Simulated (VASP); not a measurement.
# Cl: single point with PBEsol

Crystal: Cl.

```
Cl
1.0
     3.15081   -2.08244    0.00000
     3.15081    2.08244    0.00000
     0.00000    0.00000    8.49480
Cl
4
Direct
  0.85000 0.15000 0.11700
  0.65000 0.35000 0.61700
  0.15000 0.85000 0.88300
  0.35000 0.65000 0.38300
```

This cell differs from its parent crystal: I replaced by Cl, lengths x 0.840, strained.

```json
{
  "Program": "VASP 6.6.1",
  "Task": "single point",
  "Functional": "PBEsol",
  "Potentials or basis": "VASP PAW PBE potentials, release 64 (Cl)",
  "Cutoff": "520 eV",
  "k mesh": "8 × 8 × 4",
  "Occupations": "gaussian, width 0.02 eV",
  "Spin": "no spin polarisation"
}
```

The pressure is -6.9 GPa, the largest force is 1.906 eV/Å and the band gap on the k mesh is 0.94 eV (least direct gap 0.98 eV).

Forces in eV/Å, atoms in the order of the input:
```
Cl   0.000 -1.191 -1.488
Cl   0.000  1.191 -1.488
Cl   0.000  1.191  1.488
Cl   0.000 -1.191  1.488
```

Stress tensor (GPa, compression positive):
```
  0.64   0.00   0.00
  0.00  -6.93   0.00
  0.00   0.00 -14.33
```

Levels at points of the mesh, in eV from the valence-band top:
| k point | band 10 | band 11 | band 12 | band 13 | band 14 | band 15 | band 16 | band 17 | band 18 | band 19 |
| --- | --- | --- | --- | --- | --- | --- | --- | --- | --- | --- |
| (0.00, 0.00, 0.00) | -0.98 | -0.91 | -0.42 | -0.07 | 0.00 | 0.98 | 1.66 | 7.39 | 8.22 | 8.53 |
| (0.50, 0.00, 0.00) | -1.38 | -1.03 | -1.03 | -0.32 | -0.32 | 1.63 | 1.63 | 8.67 | 8.67 | 10.42 |
| (0.50, 0.50, 0.00) | -1.62 | -1.47 | -1.15 | -0.54 | -0.20 | 0.94 | 1.44 | 8.46 | 9.16 | 9.42 |
| (0.00, 0.00, 0.50) | -0.96 | -0.84 | -0.84 | -0.03 | -0.03 | 1.25 | 1.25 | 7.95 | 7.95 | 9.28 |
| (0.50, 0.00, 0.50) | -1.42 | -0.58 | -0.58 | -0.04 | -0.04 | 1.29 | 1.29 | 9.00 | 9.00 | 9.84 |
| (0.50, 0.50, 0.50) | -1.59 | -0.98 | -0.98 | -0.72 | -0.72 | 1.15 | 1.15 | 9.23 | 9.23 | 10.20 |

It took 2.4 min on 1 thread of Oxide Virtual Turin-like Processor (shared host), peak memory 0.23 GiB.

Caveat: the cell differs from its parent crystal (I replaced by Cl, lengths x 0.840, strained); the stress differs along the axes, from -14 to 1 GPa; this functional lacks dispersion, which holds the molecules together, so the pressure and a relaxed volume are unreliable; the PAW data sets were made with another functional, which shifts forces and pressure a little. A k mesh can miss the band edges.
